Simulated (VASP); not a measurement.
# Rh in VASP: a series of runs

Runs on Rh. Level: PBE. Tasks: electric field gradients.

All numbers are computed with VASP 6.6.1; they aren't measurements. Logs are shortened: lines on timing, memory, paths and dates and some standing lists are left out, and cuts for length are marked.

### Step 1. The cell of the first run

It takes space group I4/mmm (No. 139, tetragonal). Conventional cell: a = 2.689 Å, b = 2.689 Å, c = 3.765 Å, α = 90.00°, β = 90.00°, γ = 90.00°. Within 3.5 Å of Rh (site symmetry 4/mmm) lie 12 Rh at 2.68 to 2.69 Å.

### Step 2. Electric field gradients, PBE (zz strain of -1 %)

Contents of INCAR:

```
SYSTEM = Rh
ALGO     = Normal         ! electronic algorithm
EDIFF    = 1E-8           ! SCF threshold, eV
ENCUT    = 400            ! plane-wave cutoff, eV
GGA      = PE             ! functional
GGA_COMPAT= .FALSE.      
ISIF     = 2              ! what is computed and relaxed
ISMEAR   = -1             ! smearing method
LASPH    = .TRUE.         ! aspherical terms in the spheres
LCHARG   = .FALSE.        ! write CHGCAR
LEFG     = .TRUE.       
LREAL    = .FALSE.        ! projectors in reciprocal space
LWAVE    = .FALSE.        ! write WAVECAR
NBANDS   = 14             ! bands
NELM     = 120            ! most SCF steps
PREC     = Accurate       ! precision mode
SIGMA    = 0.08           ! smearing width, eV
```

Contents of KPOINTS:

```
k-points
0
G
  16 16 16
  0 0 0
```

Contents of POSCAR:

```
Rh
1.0
    0.0000000000      1.9015500000      1.8825345000
    1.9015500000      0.0000000000      1.8825345000
    1.9015500000      1.9015500000      0.0000000000
Rh
1
Direct
    0.0000000000      0.0000000000      0.0000000000
```

Potentials or basis: VASP PAW PBE potentials, release 64 (Rh_pv).

The run is started by

```bash
$ cat potpaw_PBE.64/Rh_pv/POTCAR > POTCAR
$ mpirun -np 1 vasp_std > vasp.out
```

OUTCAR:

```text
SYSTEM = Rh
   EDIFF = 1E-8
   ENCUT = 400
   GGA = PE
   ISIF = 2
   ISMEAR = -1
   LASPH = .TRUE.
   LREAL = .FALSE.
   NELM = 120
   PREC = Accurate

 ion  position               nearest neighbor table
   1  0.000  0.000  0.000-

  LATTYP: Found a body centered tetragonal cell.
 ALAT       =     2.6891977995
 C/A-ratio  =     1.4000714267

  Lattice vectors:

 A1 = (   0.0000000000,  -1.9015500000,  -1.8825345000)
 A2 = (   0.0000000000,   1.9015500000,  -1.8825345000)
 A3 = (   1.9015500000,   0.0000000000,   1.8825345000)

Analysis of symmetry for initial positions (statically):
=====================================================================
 Subroutine PRICEL returns:
 Original cell was already a primitive cell.

 Routine SETGRP: Setting up the symmetry group for a
 body centered tetragonal supercell.

 Subroutine GETGRP returns: Found 16 space group operations
 (whereof 16 operations were pure point group operations)
 out of a pool of 16 trial point group operations.

The static configuration has the point symmetry D_4h.

Analysis of symmetry for dynamics (positions and initial velocities):
=====================================================================
 Subroutine PRICEL returns:
 Original cell was already a primitive cell.

 Routine SETGRP: Setting up the symmetry group for a
 body centered tetragonal supercell.

 Subroutine GETGRP returns: Found 16 space group operations
 (whereof 16 operations were pure point group operations)
 out of a pool of 16 trial point group operations.

The dynamic configuration has the point symmetry D_4h.

 Subroutine INISYM returns: Found 16 space group operations
 (whereof 16 operations are pure point group operations),
 and found     1 'primitive' translations

----------------------------------------------------------------------------------------

                                     Primitive cell

  volume of cell :      13.6141

  direct lattice vectors                    reciprocal lattice vectors
     0.000000000  1.901550000  1.882534500    -0.262943388  0.262943388  0.265599382
     1.901550000  0.000000000  1.882534500     0.262943388 -0.262943388  0.265599382
     1.901550000  1.901550000  0.000000000     0.262943388  0.262943388 -0.265599382

  length of vectors
     2.675785594  2.675785594  2.689197800     0.456969893  0.456969893  0.456969893

  position of ions in fractional coordinates (direct lattice)
     0.000000000  0.000000000  0.000000000

  ion indices of the primitive-cell ions
   primitive index   ion index
                 1           1

----------------------------------------------------------------------------------------

 KPOINTS: k-points

Automatic generation of k-mesh.
 Grid dimensions read from file:
 generate k-points for:   16   16   16

 Generating k-lattice:

  Cartesian coordinates                     Fractional coordinates (reciprocal lattice)
    -0.016433962  0.016433962  0.016599961     0.062500000  0.000000000  0.000000000
     0.016433962 -0.016433962  0.016599961     0.000000000  0.062500000  0.000000000
     0.016433962  0.016433962 -0.016599961    -0.000000000 -0.000000000  0.062500000

  Length of vectors
     0.028560618  0.028560618  0.028560618

  Shift w.r.t. Gamma in fractional coordinates (k-lattice)
     0.000000000  0.000000000  0.000000000

 Subroutine IBZKPT returns following result:
 ===========================================

 Found    349 irreducible k-points:

 Following reciprocal coordinates:
            Coordinates               Weight
  0.000000  0.000000  0.000000      1.000000
  0.062500  0.000000  0.000000      8.000000
  0.125000  0.000000  0.000000      8.000000
  0.187500  0.000000  0.000000      8.000000
  0.250000  0.000000  0.000000      8.000000
  0.312500  0.000000  0.000000      8.000000
[... 16 lines left out ...]
 -0.125000  0.062500  0.000000      8.000000
 -0.062500  0.062500  0.000000      4.000000
 [... further k-points ...]
   k-points           NKPTS =    349   k-points in BZ     NKDIM =    349   number of bands    NBANDS=     14
   number of dos      NEDOS =    301   number of ions     NIONS =      1
   total plane-waves  NPLWV =   5832
   dimension x,y,z NGX =    18 NGY =   18 NGZ =   18
   dimension x,y,z NGXF=    36 NGYF=   36 NGZF=   36
   ions per type =               1
   NGX,Y,Z   is equivalent  to a cutoff of  11.18, 11.18, 11.13 a.u.
   NGXF,Y,Z  is equivalent  to a cutoff of  22.37, 22.37, 22.26 a.u.
 SYSTEM =  Rh
   PREC   = accura    normal or accurate (medium, high low for compatibility)
   ISTART =      0    job   : 0-new  1-cont  2-samecut
   ICHARG =      2    charge: 1-file 2-atom 10-const
   ISPIN  =      1    spin polarized calculation?
   LNONCOLLINEAR =      F non collinear calculations
   LSORBIT =      F    spin-orbit coupling
   LASPH  =      T    aspherical Exc in radial PAW
   ENCUT  =  400.0 eV  29.40 Ry    5.42 a.u.   4.36  4.36  4.39*2*pi/ulx,y,z
   NELM   =    120;   NELMIN=  2; NELMDL= -5     # of ELM steps
   EDIFF  = 0.1E-07   stopping-criterion for ELM
   LREAL  =      F    real-space projection
   EDIFFG = 0.1E-06   stopping-criterion for IOM
   NSW    =      0    number of steps for IOM
   IBRION =     -1    ionic relax: 0-MD 1-quasi-New 2-CG
   NFREE  =      0    steps in history (QN), initial steepest desc. (CG)
   ISIF   =      2    stress and relaxation
   ISYM   =      2    0-nonsym 1-usesym 2-fastsym
   POTIM  = 0.5000    time-step for ionic-motion
   TEBEG  =    0.0;   TEEND  =   0.0 temperature during run
   PSTRESS=    0.0 pullay stress
   NELECT =      15.0000    total number of electrons
   NUPDOWN=      -1.0000    fix difference up-down
   EMIN   =  10.00;   EMAX   =-10.00  energy-range for DOS
   EFERMI =   0.00;   METHOD = LEGACY
   ISMEAR =    -1;   SIGMA  =   0.08  broadening in eV -4-tet -1-fermi 0-gaus
   EFERMI_NEDOS =   21; number of points for ismear=-14 and -15
   IALGO  =     38    algorithm
   IMIX   =      4    mixing-type and parameters
     AMIX     =   0.40;   BMIX     =  1.00
     AMIX_MAG =   1.60;   BMIX_MAG =  1.00
  volume/ion in A,a.u.               =      13.61        91.87
  Fermi-wavevector in a.u.,A,eV,Ry     =   1.690866  3.195273 38.899420  2.859027
  Thomas-Fermi vector in A             =   2.772736
   LORBIT       =      0    0 simple, 1 ext, 2 COOP (PROOUT), +10 PAW based schemes
   GGA     = PE    functional components
   LHFCALC =     F    Hartree Fock is set to
   AEXX    =    0.0000 exact exchange contribution
   IVDW    =     0    specifies the selected vdW correction
   LEPSILON=     F    determine dielectric tensor
   LRPA    =     F    only Hartree local field effects (RPA)
 non-spin polarized calculation
  energy-cutoff  :      400.00
  volume of cell :       13.61
 maximum number of plane-waves:       262
 NGX is ok and might be reduce to    18
   NGX =  9   NGY =  9   NGZ =  9

 number of electron      15.0000008 magnetization

 Free energy of the ion-electron system (eV)
  ---------------------------------------------------
  ext. energy  EPLUGINS =         0.00000000
  ---------------------------------------------------
  free energy    TOTEN  =        -7.25851796 eV

  energy without entropy =       -7.22938258  energy(sigma->0) =       -7.24395027

 E-fermi :  12.0803     XC(G=0): -14.0950

 val. band max:       12.0766927636   @ k =  -0.3750   0.0000   0.2500
 cond. band min:      12.0922015933   @ k =   0.3125   0.1875   0.1250
 fundamental gap:      0.0155088297
 Fermi energy:        12.0803149892

 k-point     1 :       0.0000    0.0000    0.0000
  band No.  band energies     occupation
      1     -34.3074      2.00000
      2     -34.3074      2.00000
      3     -34.3022      2.00000
      4       4.0526      2.00000
      5       8.9281      2.00000
      6       8.9281      2.00000
      7       9.0370      2.00000
      8      11.0167      2.00000
      9      11.1484      1.99998
     10      28.0774      0.00000
     11      32.6135      0.00000
     12      33.4866      0.00000
     13      33.4866      0.00000
     14      33.8061      0.00000

 k-point     2 :       0.0625    0.0000    0.0000
  band No.  band energies     occupation
      1     -34.3357      2.00000
      2     -34.3116      2.00000
      3     -34.3076      2.00000
      4       4.2116      2.00000
      5       8.8807      2.00000
      6       8.9904      2.00000
      7       9.0759      2.00000
      8      10.9840      2.00000
      9      11.1111      1.99999
     10      28.3097      0.00000
[... 362 lines left out ...]
 k-point    24 :      -0.0625    0.0625    0.0000
  band No.  band energies     occupation
      1     -34.3777      2.00000
      2     -34.3242      2.00000
      3     -34.3135      2.00000
      4       4.4663      2.00000
      5       8.7343      2.00000
      6       9.0763      2.00000
      7       9.2273      2.00000
      8      10.8326      2.00000
      9      11.1645      1.99998
     10      28.6709      0.00000
     11      31.8520      0.00000
     12      32.6155      0.00000
     13      33.8489      0.00000
     14      34.3399      0.00000

 [... further k-points ...]
[... 5 lines left out ...]
  --------------------------------------------------------------------------------------
  -------------------------------------------------------------------------------------
  Total        0.5857212      0.5857212      0.7960519      0.0000000      0.0000000     -0.0000000
  in kB       68.9307589     68.9307589     93.6835854      0.0000000      0.0000000     -0.0000000
  external PRESSURE =      77.1817011 kB  Pullay stress =       0.0000000 kB

 VOLUME and BASIS-vectors are now :
 -----------------------------------------------------------------------------
  energy-cutoff  :      400.00
  volume of cell :       13.61
      direct lattice vectors                 reciprocal lattice vectors
     0.000000000  1.901550000  1.882534500    -0.262943388  0.262943388  0.265599382
     1.901550000  0.000000000  1.882534500     0.262943388 -0.262943388  0.265599382
     1.901550000  1.901550000  0.000000000     0.262943388  0.262943388 -0.265599382

 POSITION                                       TOTAL-FORCE (eV/Angst)
 -----------------------------------------------------------------------------------
      0.00000      0.00000      0.00000        -0.000000      0.000000     -0.000000
 -----------------------------------------------------------------------------------
    total drift:                                0.000000     -0.000000     -0.000000

  FREE ENERGIE OF THE ION-ELECTRON SYSTEM (eV)
  ---------------------------------------------------
  free  energy   TOTEN  =        -7.2585179638 eV

  energy  without entropy=       -7.2293825781  energy(sigma->0) =       -7.24395027

 Electric field gradients (V/A^2)
---------------------------------------------------------------------
 ion       V_xx      V_yy      V_zz      V_xy      V_xz      V_yz
---------------------------------------------------------------------
   1       0.455     0.455    -0.909     0.001     0.001     0.001
---------------------------------------------------------------------

 Electric field gradients after diagonalization (V/A^2)
 (convention: |V_zz| > |V_xx| > |V_yy|)
----------------------------------------------------------------------
 ion       V_xx      V_yy      V_zz     asymmetry (V_yy - V_xx)/ V_zz
----------------------------------------------------------------------
   1       0.455     0.454    -0.909       0.002
----------------------------------------------------------------------

           NMR quadrupolar parameters

 Cq : quadrupolar parameter    Cq=e*Q*V_zz/h
 eta: asymmetry parameters     (V_yy - V_xx)/ V_zz
 Q  : nuclear electric quadrupole moment in mb (millibarn)
----------------------------------------------------------------------
 ion       Cq(MHz)       eta       Q (mb)
----------------------------------------------------------------------
   1      -0.002       0.002       1.000
----------------------------------------------------------------------
```

Run time: 75 s. Hardware: 1 thread of Intel Xeon 8259CL, shared host; peak memory 0.15 GiB.

Results:

```yaml
Free_energy: -7.2585 eV
Pressure: 7.7 GPa
Band_gap_on_the_k_mesh: zero (an odd number of electrons rules out a gap without spin polarisation)
Largest_electric_field_gradient_by_atom: Rh -0.9 V/Å²
```

Electric field gradients, principal values (V/Å²):
```tsv
atom	least	middle	greatest (by size)
1 Rh	0.454	0.455	-0.909
```

Caveat: the cell differs from its parent crystal (zz strain of -1 %); the cell stands under pressure; without QUAD_EFG the Cq values of the log hold for a quadrupole moment of 1 mb, not for the nuclei.

[end of part 1 of 3]
